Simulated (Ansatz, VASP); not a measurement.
CdTe: VASP beside Ansatz

```xyz
2
Lattice="0.0000 3.3128 3.3128 3.3128 0.0000 3.3128 3.3128 3.3128 0.0000" Properties=species:S:1:pos:R:3 pbc="T T T"
Cd    0.0000    0.0000    0.0000
Te    1.6564    1.6564    1.6564
```

Change from the starting cell: hydrostatic strain +1.0%.

Alike in both runs: task single point; functional HSE06; k mesh 4 × 4 × 4; no spin polarisation.

|  | VASP | Ansatz |
| --- | --- | --- |
| version | VASP 6.6.1 | Ansatz 0.2.0 |
| potentials or method | VASP PAW PBE potentials, release 64 (Cd, Te) | plane waves, PAW |
| plane-wave cutoff (eV) | 520 | 420 |
| occupations | gaussian, width 0.01 eV | fixed |
| valence electrons in the cell | 18 | 36 |

```csv
,VASP,Ansatz,Ansatz less VASP
gap on the k mesh at the Fermi level (eV),1.35,1.42,+0.079
pressure (GPa),-0.9,-0.9,+0.04
```

VASP's potentials hold 18 valence electrons a cell and Ansatz's 36, so a difference there can come from the potentials and not from the codes. Ansatz's warnings: stress exchange threshold loose, stress scf threshold loose.

Neither program's run includes spin-orbit coupling.
